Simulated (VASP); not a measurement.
Input of a VASP 6.6.1 run:

The input INCAR:

```
SYSTEM = Hf3SnS4
PREC = Accurate
ENCUT = 500
EDIFF = 1E-6
ISMEAR = 0
SIGMA = 0.15
LREAL = .False.
LASPH = .True.
NELM = 120
ALGO = Normal
ISIF = 2
LWAVE = .False.
LCHARG = .True.
GGA = PE
LELF = .True.
LVHAR = .True.
NBANDS = 44
GGA_COMPAT = .False.
```

Contents of KPOINTS:

```
Automatic mesh
0
Gamma
  2 2 2
  0 0 0
```

The input POSCAR:

```
Hf3SnS4
1.0
    5.3693749687      0.0000000000      0.0000000000
    0.0000000000      5.3693749687      0.0000000000
    0.0000000000      0.0000000000      5.3693749687
Hf Sn S
3 1 4
Direct
    0.0000000000      0.5000000000      0.5000000000
    0.5000000000      0.0000000000      0.5000000000
    0.5000000000      0.5000000000      0.0000000000
    0.0000000000      0.0000000000      0.0000000000
    0.5000000000      0.5000000000      0.5000000000
    0.5000000000      0.0000000000      0.0000000000
    0.0000000000      0.5000000000      0.0000000000
    0.0000000000      0.0000000000      0.5000000000
```

Potentials or basis: VASP PAW PBE potentials, release 64 (Hf_pv, Sn_d, S).

Launch:

```sh
$ cat potpaw_PBE.64/Hf_pv/POTCAR potpaw_PBE.64/Sn_d/POTCAR potpaw_PBE.64/S/POTCAR > POTCAR
$ mpirun -np 1 vasp_std > vasp.out
```

Q: Estimate the pressure.

A: -0.7 GPa.

Q: Estimate the band gap on the k mesh.

A: Zero (bands 34 and 35 overlap by 0.84 eV).

Caveat: the k points lie up to 0.59 Å⁻¹ apart, too coarse for converged energies and pressures of a metal; spin-orbit coupling is left out, which moves the levels of the heavy elements.
